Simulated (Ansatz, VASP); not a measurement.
**Two plane-wave programs on Si3N4**

```
Si N
1.0
    -3.17126    3.17126    3.17126
     3.17126   -3.17126    3.17126
     3.17126    3.17126   -3.17126
Si N
6 8
Direct
  0.25000 0.12500 0.87500
  0.87500 0.25000 0.12500
  0.75000 0.37500 0.62500
  0.62500 0.75000 0.37500
  0.12500 0.87500 0.25000
  0.37500 0.62500 0.75000
  0.55608 0.55608 0.55608
  0.44392 0.50000 0.00000
  0.50000 0.00000 0.94392
  0.00000 0.44392 0.50000
  0.94392 0.50000 0.00000
  0.05608 0.05608 0.05608
  0.00000 0.94392 0.50000
  0.50000 0.00000 0.44392
```

Change from the starting cell: volume scaled by 0.94, ions relaxed.

Alike in both runs: functional PBE; k mesh 6 × 6 × 6; occupations fermi-dirac, width 0.02 eV; no spin polarisation.

Ansatz relaxed the structure, and its values are those at the end. VASP's run is a single point on that final structure, the one shown.

|  | VASP | Ansatz |
| --- | --- | --- |
| version | VASP 6.6.1 | Ansatz 0.2.0 |
| potentials or method | VASP PAW PBE potentials, release 64 (Si, N) | plane-wave PAW, scalar-relativistic |
| plane-wave cutoff (eV) | 520 | 420 |
| valence electrons in the cell | 64 | 64 |

VASP gave:

| Item | Value |
| --- | --- |
| gap on the k mesh at the Fermi level (eV) | 4.21 |
| pressure (GPa) | 19.3 |
| rms of the force components (eV/Å) | 0.004 |

Q: Estimate Ansatz's values.

A: gap on the k mesh at the Fermi level (eV): 4.22; pressure (GPa): 19.6; rms of the force components (eV/Å): 0.000.

Ansatz's warnings: stress scf threshold loose.
